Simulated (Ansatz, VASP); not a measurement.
**Two plane-wave programs on SbPt**

INCAR

```
SYSTEM = SbPt
ALGO     = Normal         ! electronic algorithm
EDIFF    = 1E-8           ! SCF threshold, eV
ENCUT    = 520            ! plane-wave cutoff, eV
GGA      = CA             ! functional
ISIF     = 2              ! what is computed and relaxed
ISMEAR   = -1             ! smearing method
LASPH    = .TRUE.         ! aspherical terms in the spheres
LCHARG   = .FALSE.        ! write CHGCAR
LEFG     = .TRUE.       
LREAL    = .FALSE.        ! projectors in reciprocal space
LWAVE    = .FALSE.        ! write WAVECAR
NBANDS   = 23             ! bands
NELM     = 80             ! most SCF steps
PREC     = Accurate       ! precision mode
SIGMA    = 0.08           ! smearing width, eV
```

Contents of KPOINTS:

```
k-points
0
G
  11 11 8
  0 0 0
```

File POSCAR:

```
SbPt
1.0
    4.1161850655      0.0000000000      0.0000000000
   -2.0580925328      3.5647208334      0.0000000000
    0.0000000000      0.0000000000      5.4536988600
Sb Pt
2 2
Direct
    0.3333333333      0.6666666667      0.2500000000
    0.6666666667      0.3333333333      0.7500000000
    0.0000000000      0.0000000000      0.0000000000
    0.0000000000      0.0000000000      0.5000000000
```

Input for Ansatz:

```yaml
crystal:
  lattice:
    - [4.1161850655, 0.0, 0.0]
    - [-2.0580925328, 3.5647208334, 0.0]
    - [0.0, 0.0, 5.45369886]
  atoms:
    - { symbol: Sb, position: [0.3333333333, 0.6666666667, 0.25] }
    - { symbol: Sb, position: [0.6666666667, 0.3333333333, 0.75] }
    - { symbol: Pt, position: [0.0, 0.0, 0.0] }
    - { symbol: Pt, position: [0.0, 0.0, 0.5] }
kpoints:
  mp_grid: { grid: [11, 11, 8] }
scf:
  occupations: { method: fermi_dirac, width: 0.08 }
hamiltonian:
  xc: lda
  pseudopotentials: { kind: paw }
output:
  forces: true
  stress: true
  eigenvalues: true
  efg: { contact_densities: true }
```

Change from the starting cell: volume scaled by 0.99, PAW files.

Alike in both runs: task electric field gradients; functional LDA; k mesh 11 × 11 × 8; occupations fermi-dirac, width 0.08 eV; no spin polarisation.

```csv
,VASP,Ansatz
version,VASP 6.6.1,Ansatz 0.2.0
potentials or method,"VASP PAW LDA potentials, release 64 (Sb, Pt)","PAW with Ansatz's default frozen-core files, scalar-relativistic"
plane-wave cutoff (eV),520,420
valence electrons in the cell,30,66
```

|  | VASP | Ansatz | Ansatz less VASP |
| --- | --- | --- | --- |
| pressure (GPa) | 1.7 | 1.4 | -0.28 |
| traceless stress, the component that is largest in VASP (GPa) | -0.67 | -0.80 | -0.129 |
| size of Vzz on the site where it differs most (V/Å²) | 123.1 | 56.1 | -66.97 |

LDA's correlation is that of Perdew and Zunger in VASP and of Perdew and Wang (1992) in Ansatz. VASP's potentials hold 30 valence electrons a cell and Ansatz's 66, so a difference there can come from the potentials and not from the codes.

Neither program's run includes spin-orbit coupling.
